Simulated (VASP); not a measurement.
# BaHfO3 (P6_3/mmc) in VASP: further runs

BaHfO3 is run at these levels: PBE; tasks: single point, relaxation of cell and atoms.

Everything below comes from runs of VASP 6.6.1. Logs are shortened: lines on timing, memory, paths and dates and some standing lists are left out, and cuts for length are marked.

## (1) The cell of the first run

It takes space group P6_3/mmc (No. 194, hexagonal). The conventional cell has a = 5.979 Å, b = 5.979 Å, c = 5.538 Å, α = 90.00°, β = 90.00°, γ = 120.00°. Ba (site symmetry -6m2) has 12 O at 2.99 to 3.34 Å and 6 Hf at 3.72 Å within 3.9 Å. Within 2.8 Å of Hf (site symmetry -3m) lie 6 O at 2.10 Å and 2 Hf at 2.77 Å. O (site symmetry mm2) has 2 Hf at 2.10 Å and 2 O at 2.74 Å within 2.8 Å.

## (2) Single point, PBE

INCAR

```
PREC = Accurate
ENCUT = 520
EDIFF = 1E-6
ISMEAR = 0
SIGMA = 0.02
LREAL = F
LASPH = T
NELM = 100
ALGO = Normal
ISIF = 2
LWAVE = F
LCHARG = F
GGA = PE
NBANDS = 49
```

KPOINTS

```
Automatic mesh
0
Gamma
  6 6 4
```

POSCAR

```
BaHfO3
1.0
    5.9786101689      0.0000000000      0.0000000000
   -2.9893050845      5.1776282856      0.0000000000
    0.0000000000      0.0000000000      5.5380865437
Ba Hf O
2 2 6
Direct
    0.3333333333      0.6666666667      0.7500000000
    0.6666666667      0.3333333333      0.2500000000
    0.0000000000      0.0000000000      0.0000000000
    0.0000000000      0.0000000000      0.5000000000
    0.8470000032      0.6940000064      0.7500000000
    0.3059999936      0.1529999968      0.7500000000
    0.8470000032      0.1529999968      0.7500000000
    0.1529999968      0.3059999936      0.2500000000
    0.6940000064      0.8470000032      0.2500000000
    0.1529999968      0.8470000032      0.2500000000
```

Potentials or basis: VASP PAW PBE potentials, release 64 (Ba_sv, Hf_pv, O).

Started as:

```sh
$ cat potpaw_PBE.64/Ba_sv/POTCAR potpaw_PBE.64/Hf_pv/POTCAR potpaw_PBE.64/O/POTCAR > POTCAR
$ mpirun -np 1 vasp_std > vasp.out
```

OUTCAR:

```text
PREC = Accurate
   ENCUT = 520
   EDIFF = 1E-6
   ISMEAR = 0
   LREAL = F
   LASPH = T
   NELM = 100
   ISIF = 2
   GGA = PE

 ion  position               nearest neighbor table
   1  0.333  0.667  0.750-   5 2.99   6 2.99   7 2.99   7 2.99   5 2.99   6 2.99  10 3.34  10 3.34
                             9 3.34   9 3.34   8 3.34   8 3.34   3 3.72   4 3.72   3 3.72   4 3.72
   2  0.667  0.333  0.250-   8 2.99   9 2.99  10 2.99  10 2.99   8 2.99   9 2.99   7 3.34   7 3.34
                             6 3.34   6 3.34   5 3.34   5 3.34   3 3.72   4 3.72   3 3.72   4 3.72
   3  0.000  0.000  0.000-   6 2.10   9 2.10   8 2.10   5 2.10   7 2.10  10 2.10   4 2.77   4 2.77
                             1 3.72   2 3.72   2 3.72   1 3.72   2 3.72   1 3.72
   4  0.000  0.000  0.500-   6 2.10   9 2.10   8 2.10   5 2.10   7 2.10  10 2.10   3 2.77   3 2.77
                             1 3.72   2 3.72   2 3.72   1 3.72   2 3.72   1 3.72
   5  0.847  0.694  0.750-   3 2.10   4 2.10   1 2.99   1 2.99   2 3.34   2 3.34
   6  0.306  0.153  0.750-   3 2.10   4 2.10   1 2.99   1 2.99   2 3.34   2 3.34
   7  0.847  0.153  0.750-   3 2.10   4 2.10   1 2.99   1 2.99   2 3.34   2 3.34
   8  0.153  0.306  0.250-   3 2.10   4 2.10   2 2.99   2 2.99   1 3.34   1 3.34
   9  0.694  0.847  0.250-   3 2.10   4 2.10   2 2.99   2 2.99   1 3.34   1 3.34
  10  0.153  0.847  0.250-   3 2.10   4 2.10   2 2.99   2 2.99   1 3.34   1 3.34

  LATTYP: Found a hexagonal cell.
 ALAT       =     5.9786101689
 C/A-ratio  =     0.9263167170

  Lattice vectors:

 A1 = (   5.9786101689,   0.0000000000,   0.0000000000)
 A2 = (  -2.9893050845,   5.1776282856,   0.0000000000)
 A3 = (   0.0000000000,   0.0000000000,   5.5380865437)

Analysis of symmetry for initial positions (statically):
=====================================================================
 Subroutine PRICEL returns:
 Original cell was already a primitive cell.

 Routine SETGRP: Setting up the symmetry group for a
 hexagonal supercell.

 Subroutine GETGRP returns: Found 24 space group operations
 (whereof 12 operations were pure point group operations)
 out of a pool of 24 trial point group operations.

The static configuration has the point symmetry D_3d.
 The point group associated with its full space group is D_6h.

Analysis of symmetry for dynamics (positions and initial velocities):
=====================================================================
 Subroutine PRICEL returns:
 Original cell was already a primitive cell.

 Routine SETGRP: Setting up the symmetry group for a
 hexagonal supercell.

 Subroutine GETGRP returns: Found 24 space group operations
 (whereof 12 operations were pure point group operations)
 out of a pool of 24 trial point group operations.

The dynamic configuration has the point symmetry D_3d.
 The point group associated with its full space group is D_6h.

 Subroutine INISYM returns: Found 24 space group operations
 (whereof 12 operations are pure point group operations),
 and found     1 'primitive' translations

----------------------------------------------------------------------------------------

                                     Primitive cell

  volume of cell :     171.4316

  direct lattice vectors                    reciprocal lattice vectors
     5.978610169  0.000000000  0.000000000     0.167262954  0.096569312  0.000000000
    -2.989305085  5.177628286  0.000000000     0.000000000  0.193138623  0.000000000
     0.000000000  0.000000000  5.538086544     0.000000000  0.000000000  0.180567781

  length of vectors
     5.978610169  5.978610169  5.538086544     0.193138623  0.193138623  0.180567781

  position of ions in fractional coordinates (direct lattice)
     0.333333333  0.666666667  0.750000000
     0.666666667  0.333333333  0.250000000
     0.000000000  0.000000000  0.000000000
     0.000000000  0.000000000  0.500000000
     0.847000003  0.694000006  0.750000000
     0.305999994  0.152999997  0.750000000
     0.847000003  0.152999997  0.750000000
     0.152999997  0.305999994  0.250000000
     0.694000006  0.847000003  0.250000000
     0.152999997  0.847000003  0.250000000

  ion indices of the primitive-cell ions
   primitive index   ion index
                 1           1
                 2           2
                 3           3
                 4           4
                 5           5
                 6           6
                 7           7
                 8           8
                 9           9
                10          10

----------------------------------------------------------------------------------------

 KPOINTS: Automatic mesh

Automatic generation of k-mesh.
 Grid dimensions read from file:
 generate k-points for:    6    6    4

 Generating k-lattice:

  Cartesian coordinates                     Fractional coordinates (reciprocal lattice)
     0.027877159  0.016094885  0.000000000     0.166666667 -0.000000000  0.000000000
     0.000000000  0.032189771  0.000000000     0.000000000  0.166666667  0.000000000
     0.000000000  0.000000000  0.045141945     0.000000000  0.000000000  0.250000000

  Length of vectors
     0.032189771  0.032189771  0.045141945

  Shift w.r.t. Gamma in fractional coordinates (k-lattice)
     0.000000000  0.000000000  0.000000000

 Subroutine IBZKPT returns following result:
 ===========================================

 Found     21 irreducible k-points:

 Following reciprocal coordinates:
            Coordinates               Weight
  0.000000  0.000000  0.000000      1.000000
  0.166667  0.000000  0.000000      6.000000
  0.333333  0.000000  0.000000      6.000000
  0.500000  0.000000  0.000000      3.000000
  0.166667  0.166667  0.000000      6.000000
  0.333333  0.166667  0.000000     12.000000
[... 13 lines left out ...]
  0.333333  0.166667  0.500000     12.000000
  0.333333  0.333333  0.500000      2.000000
   k-points           NKPTS =     21   k-points in BZ     NKDIM =     21   number of bands    NBANDS=     49
   number of dos      NEDOS =    301   number of ions     NIONS =     10
   total plane-waves  NPLWV =  96768
   dimension x,y,z NGX =    48 NGY =   48 NGZ =   42
   dimension x,y,z NGXF=    96 NGYF=   96 NGZF=   84
   ions per type =               2   2   6
   NGX,Y,Z   is equivalent  to a cutoff of  13.35, 13.35, 12.61 a.u.
   NGXF,Y,Z  is equivalent  to a cutoff of  26.69, 26.69, 25.22 a.u.
 SYSTEM =  unknown system
   PREC   = accura    normal or accurate (medium, high low for compatibility)
   ISTART =      0    job   : 0-new  1-cont  2-samecut
   ICHARG =      2    charge: 1-file 2-atom 10-const
   ISPIN  =      1    spin polarized calculation?
   LNONCOLLINEAR =      F non collinear calculations
   LSORBIT =      F    spin-orbit coupling
   LASPH  =      T    aspherical Exc in radial PAW
   ENCUT  =  520.0 eV  38.22 Ry    6.18 a.u.  11.12 11.12 10.30*2*pi/ulx,y,z
   NELM   =    100;   NELMIN=  2; NELMDL= -5     # of ELM steps
   EDIFF  = 0.1E-05   stopping-criterion for ELM
   LREAL  =      F    real-space projection
   EDIFFG = 0.1E-04   stopping-criterion for IOM
   NSW    =      0    number of steps for IOM
   IBRION =     -1    ionic relax: 0-MD 1-quasi-New 2-CG
   NFREE  =      0    steps in history (QN), initial steepest desc. (CG)
   ISIF   =      2    stress and relaxation
   ISYM   =      2    0-nonsym 1-usesym 2-fastsym
   POTIM  = 0.5000    time-step for ionic-motion
   TEBEG  =    0.0;   TEEND  =   0.0 temperature during run
   PSTRESS=    0.0 pullay stress
   NELECT =      76.0000    total number of electrons
   NUPDOWN=      -1.0000    fix difference up-down
   EMIN   =  10.00;   EMAX   =-10.00  energy-range for DOS
   EFERMI =   0.00;   METHOD = LEGACY
   ISMEAR =     0;   SIGMA  =   0.02  broadening in eV -4-tet -1-fermi 0-gaus
   EFERMI_NEDOS =   21; number of points for ismear=-14 and -15
   IALGO  =     38    algorithm
   IMIX   =      4    mixing-type and parameters
     AMIX     =   0.40;   BMIX     =  1.00
     AMIX_MAG =   1.60;   BMIX_MAG =  1.00
  volume/ion in A,a.u.               =      17.14       115.69
  Fermi-wavevector in a.u.,A,eV,Ry     =   1.248291  2.358927 21.201003  1.558230
  Thomas-Fermi vector in A             =   2.382384
   LORBIT       =      0    0 simple, 1 ext, 2 COOP (PROOUT), +10 PAW based schemes
   GGA     = PE    functional components
   LHFCALC =     F    Hartree Fock is set to
   AEXX    =    0.0000 exact exchange contribution
   IVDW    =     0    specifies the selected vdW correction
   LEPSILON=     F    determine dielectric tensor
   LRPA    =     F    only Hartree local field effects (RPA)
 non-spin polarized calculation
 Gauss-broadening in eV      SIGMA  =   0.02
  energy-cutoff  :      520.00
  volume of cell :      171.43
 maximum number of plane-waves:      4636
 NGX is ok and might be reduce to    48
   NGX = 23   NGY = 23   NGZ = 21

 number of electron      75.9999976 magnetization

 Free energy of the ion-electron system (eV)
  ---------------------------------------------------
  ext. energy  EPLUGINS =         0.00000000
  ---------------------------------------------------
  free energy    TOTEN  =       -83.72939344 eV

  energy without entropy =      -83.72939344  energy(sigma->0) =      -83.72939344

 E-fermi :   1.5172     XC(G=0):  -9.8463

 val. band max:        1.3941584483   @ k =   0.1667   0.0000   0.0000
 cond. band min:       4.4482734052   @ k =   0.0000   0.0000   0.0000
 fundamental gap:      3.0541149569
 Fermi energy:         1.5171909639

 k-point     1 :       0.0000    0.0000    0.0000
  band No.  band energies     occupation
      1     -28.4897      2.00000
      2     -27.6884      2.00000
      3     -27.6884      2.00000
      4     -27.3630      2.00000
      5     -27.3630      2.00000
      6     -26.8035      2.00000
[... 41 lines left out ...]
     48       8.4798      0.00000
     49       8.6269      0.00000
[... 1038 lines left out ...]
     48       7.8088      0.00000
     49       8.7744      0.00000

------------------------ aborting loop because EDIFF is reached ----------------------------------------

  FORCE on cell =-STRESS in cart. coord.  units (eV):
  Direction    XX          YY          ZZ          XY          YZ          ZX
  --------------------------------------------------------------------------------------
  -------------------------------------------------------------------------------------
  Total       -0.3419028     -0.3419028     -1.5847602      0.0000000     -0.0000000      0.0000000
  in kB       -3.1953788     -3.1953788    -14.8109630      0.0000000     -0.0000000      0.0000000
  external PRESSURE =      -7.0672402 kB  Pullay stress =       0.0000000 kB

 VOLUME and BASIS-vectors are now :
 -----------------------------------------------------------------------------
  energy-cutoff  :      520.00
  volume of cell :      171.43
      direct lattice vectors                 reciprocal lattice vectors
     5.978610169  0.000000000  0.000000000     0.167262954  0.096569312  0.000000000
    -2.989305085  5.177628286  0.000000000     0.000000000  0.193138623  0.000000000
     0.000000000  0.000000000  5.538086544     0.000000000  0.000000000  0.180567781

 POSITION                                       TOTAL-FORCE (eV/Angst)
 -----------------------------------------------------------------------------------
     -0.00000      3.45175      4.15356        -0.000000      0.000000     -0.000000
      2.98931      1.72588      1.38452         0.000000      0.000000     -0.000000
      0.00000      0.00000      0.00000        -0.000000      0.000000     -0.000000
      0.00000      0.00000      2.76904         0.000000      0.000000     -0.000000
      2.98931      3.59327      4.15356        -0.000000      0.203830     -0.000000
      1.37209      0.79218      4.15356        -0.176522     -0.101915      0.000000
      4.60652      0.79218      4.15356         0.176522     -0.101915     -0.000000
     -0.00000      1.58435      1.38452         0.000000     -0.203830     -0.000000
      1.61721      4.38545      1.38452         0.176522      0.101915     -0.000000
     -1.61721      4.38545      1.38452        -0.176522      0.101915     -0.000000
 -----------------------------------------------------------------------------------
    total drift:                                0.000000     -0.000000      0.000000

  FREE ENERGIE OF THE ION-ELECTRON SYSTEM (eV)
  ---------------------------------------------------
  free  energy   TOTEN  =       -83.7293934401 eV

  energy  without entropy=      -83.7293934401  energy(sigma->0) =      -83.72939344
```

Run time: 4 min. Hardware: 1 thread of AMD EPYC 7R43 (Zen 3), shared host; peak memory 0.34 GiB.

What came out:

| Property | Result |
| --- | --- |
| Free energy | -83.7294 eV |
| Pressure | -0.7 GPa |
| Largest force | 0.204 eV/Å |
| Band gap on the k mesh | 3.05 eV, indirect (least direct gap 3.06 eV) |

Forces on the atoms (eV/Å):
```
Ba   0.000  0.000  0.000
Ba   0.000  0.000  0.000
Hf   0.000  0.000  0.000
Hf   0.000  0.000  0.000
O    0.000  0.204  0.000
O   -0.177 -0.102  0.000
O    0.177 -0.102  0.000
O    0.000 -0.204  0.000
O    0.177  0.102  0.000
O   -0.177  0.102  0.000
```

Stress tensor (GPa, compression positive):
```
-0.32  0.00  0.00
 0.00 -0.32  0.00
 0.00  0.00 -1.48
```

Levels at points of the mesh, in eV from the valence-band top:
```
           k point  band 34  band 35  band 36  band 37  band 38  band 39  band 40  band 41  band 42  band 43
(0.00, 0.00, 0.00)    -0.52    -0.46    -0.07    -0.07    -0.01     3.05     3.97     3.97     4.81     4.96
(0.50, 0.00, 0.00)    -0.85    -0.76    -0.39    -0.32    -0.13     3.20     4.89     5.26     5.37     5.89
(0.00, 0.00, 0.50)    -0.27    -0.05    -0.05    -0.05    -0.05     4.73     4.73     4.73     4.73     5.36
(0.50, 0.00, 0.50)    -0.68    -0.68    -0.68    -0.13    -0.13     4.80     4.80     5.13     5.13     5.47
```

Caveat: spin-orbit coupling is left out, which moves the levels of the heavy elements. A k mesh can miss the band edges.

## (3) Single point, PBE

INCAR

```
PREC     = Accurate       # precision mode
ENCUT    = 520            # plane-wave cutoff, eV
EDIFF    = 1E-6           # SCF threshold, eV
ISMEAR   = 0              # smearing method
SIGMA    = 0.02           # smearing width, eV
LREAL    = F              # projectors in reciprocal space
LASPH    = T              # aspherical terms in the spheres
NELM     = 100            # most SCF steps
ALGO     = Normal         # electronic algorithm
ISIF     = 2              # what is computed and relaxed
LWAVE    = F              # write WAVECAR
LCHARG   = T              # write CHGCAR
GGA      = PE             # functional
LELF     = T              # ELF
LVHAR    = T            
NBANDS   = 49             # bands
```

KPOINTS

```
regular mesh
0
Gamma
  6 6 4
```

POSCAR is that of step 2.

Potentials or basis: VASP PAW PBE potentials, release 64 (Ba_sv, Hf_pv, O).

Started as:

```sh
$ cat potpaw_PBE.64/Ba_sv/POTCAR potpaw_PBE.64/Hf_pv/POTCAR potpaw_PBE.64/O/POTCAR > POTCAR
$ mpirun -np 1 vasp_std > vasp.out
```

It took 3.5 min on 1 thread of AMD EPYC 7R43 (Zen 3), shared host; peak memory 0.34 GiB.

It converged, with:

```
Free energy            : -83.7294 eV
Pressure               : -0.7 GPa
Largest force          : 0.204 eV/Å
Band gap on the k mesh : 3.05 eV, indirect (least direct gap 3.06 eV)
```

Forces on the atoms (eV/Å):
```
Ba   0.000  0.000  0.000
Ba   0.000  0.000  0.000
Hf   0.000  0.000  0.000
Hf   0.000  0.000  0.000
O    0.000  0.204  0.000
O   -0.177 -0.102  0.000
O    0.177 -0.102  0.000
O    0.000 -0.204  0.000
O    0.177  0.102  0.000
O   -0.177  0.102  0.000
```

Stress tensor (GPa, compression positive):
```
-0.32  0.00  0.00
 0.00 -0.32  0.00
 0.00  0.00 -1.48
```

Levels at points of the mesh, in eV from the valence-band top:
| k point | band 35 | band 36 | band 37 | band 38 | band 39 | band 40 | band 41 | band 42 |
| --- | --- | --- | --- | --- | --- | --- | --- | --- |
| (0.00, 0.00, 0.00) | -0.46 | -0.07 | -0.07 | -0.01 | 3.05 | 3.97 | 3.97 | 4.81 |
| (0.50, 0.00, 0.00) | -0.76 | -0.39 | -0.32 | -0.13 | 3.20 | 4.89 | 5.26 | 5.37 |
| (0.00, 0.00, 0.50) | -0.05 | -0.05 | -0.05 | -0.05 | 4.73 | 4.73 | 4.73 | 4.73 |
| (0.50, 0.00, 0.50) | -0.68 | -0.68 | -0.13 | -0.13 | 4.80 | 4.80 | 5.13 | 5.13 |

Caveat: spin-orbit coupling is left out, which moves the levels of the heavy elements.

## (4) Relaxation of cell and atoms, PBE

INCAR

```
PREC = Accurate ; ENCUT = 600
EDIFF = 1E-6 ; ISMEAR = 0
SIGMA = 0.02 ; LREAL = F
LASPH = T ; NELM = 100
ALGO = Normal ; ISIF = 3
LWAVE = F ; LCHARG = F
GGA = PE ; IBRION = 2
NSW = 100 ; EDIFFG = -0.01
```

KPOINTS is that of step 3.

POSCAR

```
BaHfO3
1.0
    5.9798096861      0.0000000000      0.0000000000
   -2.9899048431      5.1786670980      0.0000000000
    0.0000000000      0.0000000000      5.5370498228
Ba Hf O
2 2 6
Direct
    0.3333333333      0.6666666667      0.7500000000
    0.6666666667      0.3333333333      0.2500000000
    0.0000000000      0.0000000000      0.0000000000
    0.0000000000      0.0000000000      0.5000000000
    0.8470253733      0.6940507465      0.7500000000
    0.3059492535      0.1529746267      0.7500000000
    0.8470253733      0.1529746267      0.7500000000
    0.1529746267      0.3059492535      0.2500000000
    0.6940507465      0.8470253733      0.2500000000
    0.1529746267      0.8470253733      0.2500000000
```

Started as:

```sh
$ cat potpaw_PBE.64/Ba_sv/POTCAR potpaw_PBE.64/Hf_pv/POTCAR potpaw_PBE.64/O/POTCAR > POTCAR
$ mpirun -np 1 vasp_std > vasp.out
```

Wall time 19 min (1 thread of AMD EPYC 7R43 (Zen 3), shared host); peak memory 0.41 GiB.

Results (log left out):

- Free energy: -83.7511 eV
- Relaxed volume: 17.15 Å³/atom
- Relaxed cell: a = 5.992 Å, b = 5.992 Å, c = 5.517 Å, α = 90.00°, β = 90.00°, γ = 120.00°
- Space group after relaxing (to 0.05 Å): P6_3/mmc (No. 194)
- Energy gained by relaxing: 0.7 meV/atom
- Ionic steps: 7
- Pressure after relaxing: 0.0 GPa
- Band gap on the k mesh: 3.10 eV, direct

Forces in eV/Å, atoms in the order of the input:
```
Ba   0.000  0.000  0.000
Ba   0.000  0.000  0.000
Hf   0.000  0.000  0.000
Hf   0.000  0.000  0.000
O    0.000  0.003  0.000
O   -0.002 -0.001  0.000
O    0.002 -0.001  0.000
O    0.000 -0.003  0.000
O    0.002  0.001  0.000
O   -0.002  0.001  0.000
```

Step by step:
```
step  energy change (eV)  largest force (eV/Å)  pressure (GPa)  volume (Å³)
   1              0.0000                0.2038           -0.82       171.47
   2              0.0057                0.2322            1.72       169.29
   3             -0.0058                0.0273            0.24       170.56
   4             -0.0069                0.0251            0.12       170.99
   5             -0.0072                0.0238            0.05       171.29
   6             -0.0072                0.0239            0.04       171.34
   7             -0.0074                0.0028            0.01       171.54
```

Final structure:
```
CELL_PARAMETERS angstrom
5.99184 0.00000 0.00000
-2.99592 5.18908 0.00000
0.00000 0.00000 5.51714
ATOMIC_POSITIONS crystal
Ba 0.33333 0.66667 0.75000
Ba 0.66667 0.33333 0.25000
Hf 0.00000 0.00000 0.00000
Hf 0.00000 0.00000 0.50000
O 0.84786 0.69573 0.75000
O 0.30427 0.15214 0.75000
O 0.84786 0.15214 0.75000
O 0.15214 0.30427 0.25000
O 0.69573 0.84786 0.25000
O 0.15214 0.84786 0.25000
```

Levels at points of the mesh, in eV from the valence-band top:
| k point | band 35 | band 36 | band 37 | band 38 | band 39 | band 40 | band 41 | band 42 |
| --- | --- | --- | --- | --- | --- | --- | --- | --- |
| (0.00, 0.00, 0.00) | -0.44 | -0.09 | -0.09 | 0.00 | 3.09 | 4.01 | 4.01 | 4.81 |
| (0.50, 0.00, 0.00) | -0.75 | -0.37 | -0.30 | -0.14 | 3.24 | 4.96 | 5.32 | 5.37 |
| (0.00, 0.00, 0.50) | -0.05 | -0.05 | -0.05 | -0.05 | 4.76 | 4.76 | 4.76 | 4.76 |
| (0.50, 0.00, 0.50) | -0.66 | -0.66 | -0.13 | -0.13 | 4.85 | 4.85 | 5.17 | 5.17 |

Caveat: spin-orbit coupling is left out, which moves the levels of the heavy elements. A k mesh can miss the band edges.
